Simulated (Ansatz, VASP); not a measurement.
# LiF: VASP beside Ansatz

```xyz
2
Lattice="2.5595 0.0000 0.0000 0.0000 2.5595 0.0000 0.0000 0.0000 2.4955" Properties=species:S:1:pos:R:3 pbc="T T T"
Li    0.0000    0.0000    0.0000
F     1.2798    1.2798    1.2478
```

Change from the starting cell: strain +0.000 along x and y, -0.025 along z, atoms carried along.

Alike in both runs: task single point; functional LDA; k mesh 10 × 10 × 10; occupations gaussian, width 0.05 eV; no spin polarisation.

|  | VASP | Ansatz |
| --- | --- | --- |
| version | VASP 6.6.1 | Ansatz 0.2.0 |
| potentials or method | VASP PAW LDA potentials, release 64 (Li_sv, F), cutoff 520 eV | scalar-relativistic, plane waves, PAW |
| valence electrons in the cell | 10 | 10 |

```csv
,VASP,Ansatz,Ansatz less VASP
gap on the k mesh at the Fermi level (eV),7.38,7.39,+0.006
least direct gap on the mesh (eV),8.03,8.03,+0.003
```

LDA's correlation is that of Perdew and Zunger in VASP and of Perdew and Wang (1992) in Ansatz.

Noted on VASP's run: the cutoff is short for stress, so the pressure is rough.
